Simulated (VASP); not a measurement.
# BiTe (R-3m) in VASP: further runs

The runs below take BiTe through single point, with PBE.

All numbers are computed with VASP 6.6.1; they aren't measurements. Logs are shortened: lines on timing, memory, paths and dates and some standing lists are left out, and cuts for length are marked.

## 1. The cell of the first run

It takes space group R-3m (No. 166, trigonal). The conventional cell has a = 4.845 Å, b = 4.845 Å, c = 9.952 Å, α = 90.00°, β = 90.00°, γ = 120.00°. Within 4.3 Å of Bi (site symmetry -3m) lie 6 Te at 3.25 Å. Within 4.3 Å of Te (site symmetry -3m) lie 6 Bi at 3.25 Å.

## 2. Single point, PBE

The input, INCAR:

```
  ALGO = Normal
  EDIFF = 1E-6
  ENCUT = 520
  GGA = PE
  ISIF = 2
  ISMEAR = -1
  LASPH = True
  LCHARG = True
  LELF = True
  LREAL = False
  LVHAR = True
  LWAVE = False
  NBANDS = 18
  NELM = 80
  PREC = Accurate
  SIGMA = 0.05
```

The input, KPOINTS:

```
k-points
0
Gamma
  7 7 7
```

The input, POSCAR:

```
BiTe
1.0
    2.4227077728      1.3987509848      3.3172919545
   -2.4227077728      1.3987509848      3.3172919545
    0.0000000000     -2.7975019696      3.3172919545
Bi Te
1 1
Direct
    0.5000000000      0.5000000000      0.5000000000
    0.0000000000      0.0000000000      0.0000000000
```

Potentials or basis: VASP PAW PBE potentials, release 64 (Bi_d, Te).

On the command line:

```console
cat potpaw_PBE.64/Bi_d/POTCAR potpaw_PBE.64/Te/POTCAR > POTCAR
mpirun -np 1 vasp_std > vasp.out
```

OUTCAR:

```text
EDIFF = 1E-6
   ENCUT = 520
   GGA = PE
   ISIF = 2
   ISMEAR = -1
   LASPH = True
   LREAL = False
   NELM = 80
   PREC = Accurate

 ion  position               nearest neighbor table
   1  0.500  0.500  0.500-   2 3.25   2 3.25   2 3.25   2 3.25   2 3.25   2 3.25
   2  0.000  0.000  0.000-   1 3.25   1 3.25   1 3.25   1 3.25   1 3.25   1 3.25

  LATTYP: Found a trigonal (rhomboedric) cell.
 ALAT       =     4.3394058558
 COS(alpha) =     0.3765932224

  Lattice vectors:

 A1 = (   2.4227077728,   1.3987509848,   3.3172919545)
 A2 = (  -2.4227077728,   1.3987509848,   3.3172919545)
 A3 = (   0.0000000000,  -2.7975019696,   3.3172919545)

Analysis of symmetry for initial positions (statically):
=====================================================================
 Subroutine PRICEL returns:
 Original cell was already a primitive cell.

 Routine SETGRP: Setting up the symmetry group for a
 trigonal (rhombohedral) supercell.

 Subroutine GETGRP returns: Found 12 space group operations
 (whereof 12 operations were pure point group operations)
 out of a pool of 12 trial point group operations.

The static configuration has the point symmetry D_3d.

Analysis of symmetry for dynamics (positions and initial velocities):
=====================================================================
 Subroutine PRICEL returns:
 Original cell was already a primitive cell.

 Routine SETGRP: Setting up the symmetry group for a
 trigonal (rhombohedral) supercell.

 Subroutine GETGRP returns: Found 12 space group operations
 (whereof 12 operations were pure point group operations)
 out of a pool of 12 trial point group operations.

The dynamic configuration has the point symmetry D_3d.

 Subroutine INISYM returns: Found 12 space group operations
 (whereof 12 operations are pure point group operations),
 and found     1 'primitive' translations

----------------------------------------------------------------------------------------

                                     Primitive cell

  volume of cell :      67.4491

  direct lattice vectors                    reciprocal lattice vectors
     2.422707773  1.398750985  3.317291954     0.206380648  0.119153923  0.100483568
    -2.422707773  1.398750985  3.317291954    -0.206380648  0.119153923  0.100483568
     0.000000000 -2.797501970  3.317291954     0.000000000 -0.238307845  0.100483568

  length of vectors
     4.339405856  4.339405856  4.339405856     0.258626326  0.258626326  0.258626326

  position of ions in fractional coordinates (direct lattice)
     0.500000000  0.500000000  0.500000000
     0.000000000  0.000000000  0.000000000

  ion indices of the primitive-cell ions
   primitive index   ion index
                 1           1
                 2           2

----------------------------------------------------------------------------------------

 KPOINTS: k-points

Automatic generation of k-mesh.
 Grid dimensions read from file:
 generate k-points for:    7    7    7

 Generating k-lattice:

  Cartesian coordinates                     Fractional coordinates (reciprocal lattice)
     0.029482950  0.017021989  0.014354795     0.142857143  0.000000000  0.000000000
    -0.029482950  0.017021989  0.014354795     0.000000000  0.142857143  0.000000000
     0.000000000 -0.034043978  0.014354795     0.000000000  0.000000000  0.142857143

  Length of vectors
     0.036946618  0.036946618  0.036946618

  Shift w.r.t. Gamma in fractional coordinates (k-lattice)
     0.000000000  0.000000000  0.000000000

 Subroutine IBZKPT returns following result:
 ===========================================

 Found     44 irreducible k-points:

 Following reciprocal coordinates:
            Coordinates               Weight
  0.000000  0.000000  0.000000      1.000000
  0.142857 -0.000000  0.000000      6.000000
  0.285714 -0.000000  0.000000      6.000000
  0.428571 -0.000000  0.000000      6.000000
  0.142857  0.142857  0.000000      6.000000
  0.285714  0.142857  0.000000     12.000000
[... 16 lines left out ...]
  0.285714  0.285714  0.142857      6.000000
  0.428571  0.285714  0.142857     12.000000
 [... further k-points ...]
   k-points           NKPTS =     44   k-points in BZ     NKDIM =     44   number of bands    NBANDS=     18
   number of dos      NEDOS =    301   number of ions     NIONS =      2
   total plane-waves  NPLWV =  32768
   dimension x,y,z NGX =    32 NGY =   32 NGZ =   32
   dimension x,y,z NGXF=    64 NGYF=   64 NGZF=   64
   ions per type =               1   1
   NGX,Y,Z   is equivalent  to a cutoff of  12.26, 12.26, 12.26 a.u.
   NGXF,Y,Z  is equivalent  to a cutoff of  24.52, 24.52, 24.52 a.u.
 SYSTEM =  unknown system
   PREC   = accura    normal or accurate (medium, high low for compatibility)
   ISTART =      0    job   : 0-new  1-cont  2-samecut
   ICHARG =      2    charge: 1-file 2-atom 10-const
   ISPIN  =      1    spin polarized calculation?
   LNONCOLLINEAR =      F non collinear calculations
   LSORBIT =      F    spin-orbit coupling
   LASPH  =      T    aspherical Exc in radial PAW
   ENCUT  =  520.0 eV  38.22 Ry    6.18 a.u.   8.07  8.07  8.07*2*pi/ulx,y,z
   NELM   =     80;   NELMIN=  2; NELMDL= -5     # of ELM steps
   EDIFF  = 0.1E-05   stopping-criterion for ELM
   LREAL  =      F    real-space projection
   EDIFFG = 0.1E-04   stopping-criterion for IOM
   NSW    =      0    number of steps for IOM
   IBRION =     -1    ionic relax: 0-MD 1-quasi-New 2-CG
   NFREE  =      0    steps in history (QN), initial steepest desc. (CG)
   ISIF   =      2    stress and relaxation
   ISYM   =      2    0-nonsym 1-usesym 2-fastsym
   POTIM  = 0.5000    time-step for ionic-motion
   TEBEG  =    0.0;   TEEND  =   0.0 temperature during run
   PSTRESS=    0.0 pullay stress
   NELECT =      21.0000    total number of electrons
   NUPDOWN=      -1.0000    fix difference up-down
   EMIN   =  10.00;   EMAX   =-10.00  energy-range for DOS
   EFERMI =   0.00;   METHOD = LEGACY
   ISMEAR =    -1;   SIGMA  =   0.05  broadening in eV -4-tet -1-fermi 0-gaus
   EFERMI_NEDOS =   21; number of points for ismear=-14 and -15
   IALGO  =     38    algorithm
   IMIX   =      4    mixing-type and parameters
     AMIX     =   0.40;   BMIX     =  1.00
     AMIX_MAG =   1.60;   BMIX_MAG =  1.00
  volume/ion in A,a.u.               =      33.72       227.58
  Fermi-wavevector in a.u.,A,eV,Ry     =   1.109573  2.096789 16.750837  1.231152
  Thomas-Fermi vector in A             =   2.246114
   LORBIT       =      0    0 simple, 1 ext, 2 COOP (PROOUT), +10 PAW based schemes
   GGA     = PE    functional components
   LHFCALC =     F    Hartree Fock is set to
   AEXX    =    0.0000 exact exchange contribution
   IVDW    =     0    specifies the selected vdW correction
   LEPSILON=     F    determine dielectric tensor
   LRPA    =     F    only Hartree local field effects (RPA)
 non-spin polarized calculation
  energy-cutoff  :      520.00
  volume of cell :       67.45
 maximum number of plane-waves:      1827
   NGX = 17   NGY = 17   NGZ = 17

 number of electron      20.9999996 magnetization

 Free energy of the ion-electron system (eV)
  ---------------------------------------------------
  ext. energy  EPLUGINS =         0.00000000
  ---------------------------------------------------
  free energy    TOTEN  =        -7.17464455 eV

  energy without entropy =       -7.16258864  energy(sigma->0) =       -7.16861659

 E-fermi :   6.6830     XC(G=0):  -9.4769

 val. band max:        6.6544793686   @ k =  -0.4286   0.2857   0.2857
 cond. band min:       6.7301286012   @ k =   0.2857   0.2857   0.2857
 fundamental gap:      0.0756492325
 Fermi energy:         6.6829512193

 k-point     1 :       0.0000    0.0000    0.0000
  band No.  band energies     occupation
      1     -16.5696      2.00000
      2     -16.5696      2.00000
      3     -16.5525      2.00000
      4     -16.5525      2.00000
      5     -16.5365      2.00000
      6      -6.8094      2.00000
[... 10 lines left out ...]
     17      13.3175      0.00000
     18      13.5515      0.00000

 k-point     2 :       0.1429   -0.0000    0.0000
  band No.  band energies     occupation
      1     -16.5694      2.00000
      2     -16.5692      2.00000
      3     -16.5536      2.00000
      4     -16.5512      2.00000
      5     -16.5361      2.00000
      6      -6.6358      2.00000
[... 10 lines left out ...]
     17      13.9256      0.00000
     18      14.3345      0.00000

 k-point     3 :       0.2857   -0.0000    0.0000
  band No.  band energies     occupation
      1     -16.5695      2.00000
      2     -16.5684      2.00000
      3     -16.5556      2.00000
      4     -16.5484      2.00000
      5     -16.5346      2.00000
      6      -6.1240      2.00000
[... 10 lines left out ...]
     17      15.3677      0.00000
     18      16.1943      0.00000

 k-point     4 :       0.4286   -0.0000    0.0000
  band No.  band energies     occupation
      1     -16.5698      2.00000
      2     -16.5681      2.00000
      3     -16.5570      2.00000
      4     -16.5468      2.00000
      5     -16.5326      2.00000
      6      -5.3086      2.00000
[... 10 lines left out ...]
     17      15.1067      0.00000
     18      16.4123      0.00000

 k-point     5 :       0.1429    0.1429    0.0000
  band No.  band energies     occupation
      1     -16.5703      2.00000
      2     -16.5685      2.00000
      3     -16.5535      2.00000
      4     -16.5500      2.00000
      5     -16.5362      2.00000
      6      -6.5659      2.00000
[... 10 lines left out ...]
     17      13.4170      0.00000
     18      13.8005      0.00000

 k-point     6 :       0.2857    0.1429    0.0000
  band No.  band energies     occupation
      1     -16.5710      2.00000
      2     -16.5679      2.00000
      3     -16.5549      2.00000
      4     -16.5470      2.00000
      5     -16.5351      2.00000
      6      -6.1641      2.00000
[... 307 lines left out ...]
 k-point    21 :      -0.2857    0.1429    0.1429
  band No.  band energies     occupation
      1     -16.5711      2.00000
      2     -16.5670      2.00000
      3     -16.5528      2.00000
      4     -16.5489      2.00000
      5     -16.5345      2.00000
      6      -5.5251      2.00000
[... 10 lines left out ...]
     17      15.1076      0.00000
     18      15.1194      0.00000

 k-point    22 :      -0.1429    0.1429    0.1429
  band No.  band energies     occupation
      1     -16.5707      2.00000
      2     -16.5672      2.00000
      3     -16.5526      2.00000
      4     -16.5511      2.00000
      5     -16.5353      2.00000
      6      -6.2035      2.00000
[... 10 lines left out ...]
     17      14.2629      0.00000
     18      14.6523      0.00000

 k-point    23 :       0.2857    0.2857    0.1429
  band No.  band energies     occupation
      1     -16.5725      2.00000
      2     -16.5694      2.00000
      3     -16.5511      2.00000
      4     -16.5438      2.00000
      5     -16.5366      2.00000
      6      -6.0822      2.00000
[... 10 lines left out ...]
     17      15.3976      0.00000
     18      15.6007      0.00000

 k-point    24 :       0.4286    0.2857    0.1429
  band No.  band energies     occupation
      1     -16.5735      2.00000
      2     -16.5691      2.00000
      3     -16.5518      2.00000
      4     -16.5418      2.00000
      5     -16.5351      2.00000
      6      -5.5939      2.00000
[... 10 lines left out ...]
     17      15.7406      0.00000
     18      16.9312      0.00000

 [... further k-points ...]
[... 5 lines left out ...]
  --------------------------------------------------------------------------------------
  -------------------------------------------------------------------------------------
  Total        0.0501243      0.0501243      0.0137609      0.0000000      0.0000000      0.0000000
  in kB        1.1906447      1.1906447      0.3268736      0.0000000      0.0000000      0.0000000
  external PRESSURE =       0.9027210 kB  Pullay stress =       0.0000000 kB

 VOLUME and BASIS-vectors are now :
 -----------------------------------------------------------------------------
  energy-cutoff  :      520.00
  volume of cell :       67.45
      direct lattice vectors                 reciprocal lattice vectors
     2.422707773  1.398750985  3.317291954     0.206380648  0.119153923  0.100483568
    -2.422707773  1.398750985  3.317291954    -0.206380648  0.119153923  0.100483568
     0.000000000 -2.797501970  3.317291954     0.000000000 -0.238307845  0.100483568

 POSITION                                       TOTAL-FORCE (eV/Angst)
 -----------------------------------------------------------------------------------
      0.00000      0.00000      4.97594         0.000000     -0.000000      0.000000
      0.00000      0.00000      0.00000        -0.000000      0.000000     -0.000000
 -----------------------------------------------------------------------------------
    total drift:                               -0.000000      0.000000     -0.000000

  FREE ENERGIE OF THE ION-ELECTRON SYSTEM (eV)
  ---------------------------------------------------
  free  energy   TOTEN  =        -7.1746445480 eV

  energy  without entropy=       -7.1625886396  energy(sigma->0) =       -7.16861659
```

It took 24 s on 1 thread of AMD EPYC 9R45 (Zen 5), shared host; peak memory 0.17 GiB.

Results:

```
Free energy : -7.1746 eV
Pressure    : 0.1 GPa
```

Levels at points of the mesh, in eV from the Fermi level:
```csv
k point,band 8,band 9,band 10,band 11,band 12,band 13
"(0.00, 0.00, 0.00)",-2.92,-2.92,-1.62,1.87,2.50,2.50
```

Caveat: spin-orbit coupling is left out, which moves the levels of the heavy elements.

(Part 1 of 2 ends here.)
